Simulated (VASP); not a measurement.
Wanted: the native input for a VASP 6.6.1 run.

```
Task                   : single point
Functional             : LDA
Potentials or basis    : VASP PAW LDA potentials, release 64 (In_d, P)
Cutoff                 : 520 eV
k mesh                 : 12 × 12 × 12
Occupations            : gaussian, width 0.05 eV
Spin                   : no spin polarisation
Dipole correction      : no
Further INCAR settings : ALGO = Normal; EDIFF = 1e-06; NBANDS = 16
```

The structure of InP lies in POSCAR:

```
InP
1.0
    0.0000000000      3.1589511899      2.7980081399
    2.7980081399      0.0000000000      2.7980081399
    2.7980081399      3.1589511899      0.0000000000
In P
1 1
Direct
    0.0000000000      0.0000000000      0.0000000000
    0.7500000000      0.7500000000      0.7500000000
```

This cell differs from its parent crystal: volume 24.731 Å^3 an atom, c/a of the conventional cell 1.1290.

One way to write it, as run:

INCAR

```
  PREC = Accurate
  ENCUT = 520
  EDIFF = 1E-6
  ISMEAR = 0
  SIGMA = 0.05
  LREAL = F
  LASPH = T
  NELM = 100
  ALGO = Normal
  ISIF = 2
  LWAVE = F
  LCHARG = F
  NBANDS = 16
```

KPOINTS

```
Automatic mesh
0
Gamma
  12 12 12
```

Potentials or basis: VASP PAW LDA potentials, release 64 (In_d, P).

Launch:

```console
$ cat potpaw_LDA.64/In_d/POTCAR potpaw_LDA.64/P/POTCAR > POTCAR
$ mpirun -np 1 vasp_std > vasp.out
```

It gave:

The pressure is -0.3 GPa and the band gap on the k mesh is 0.29 eV, direct.

Caveat: spin-orbit coupling is left out, which moves the levels of the heavy elements.

Wall time 2.7 min on 1 thread of AMD EPYC 7R13, with other jobs on the host, peak memory 0.22 GiB.
